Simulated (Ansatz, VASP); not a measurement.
# One calculation of Al8N, two programs

```xyz
9
Lattice="2.8543 0.0000 0.0000 -1.4272 2.4719 0.0000 0.0000 0.0000 33.4761" Properties=species:S:1:pos:R:3 pbc="T T T"
Al    0.0000    1.6479    4.0000
Al    0.0000    0.0000    6.3458
Al    1.4272    0.8240    8.6916
Al    0.0000    0.0000   11.0374
Al    0.0000    1.6479   13.3643
Al    0.0000    0.0000   15.7222
Al    1.4272    0.8240   18.0804
Al    0.0000    0.0000   20.4761
N     1.4272   -0.8240   24.1461
```

Alike in both runs: task single point; functional PBE; k mesh 9 × 9 × 1; occupations gaussian, width 0.1 eV; no spin polarisation.

```csv
,VASP,Ansatz
version,VASP 6.6.1,Ansatz 0.2.0
potentials or method,"VASP PAW PBE potentials, release 64 (Al, N), cutoff 520 eV","scalar-relativistic, plane waves, PAW"
valence electrons in the cell,29,29
```

|  | VASP | Ansatz | Ansatz less VASP |
| --- | --- | --- | --- |
| gap on the k mesh at the Fermi level (eV) | none | none | - |
| rms of the force components (eV/Å) | 0.106 | 0.106 | +0.0003 |

Atom by atom the forces differ by 0.000 eV/Å (rms over components). A gap of «none» marks a metal or a gap that the smearing closes. Ansatz's warnings: xc potential rough in thin density.
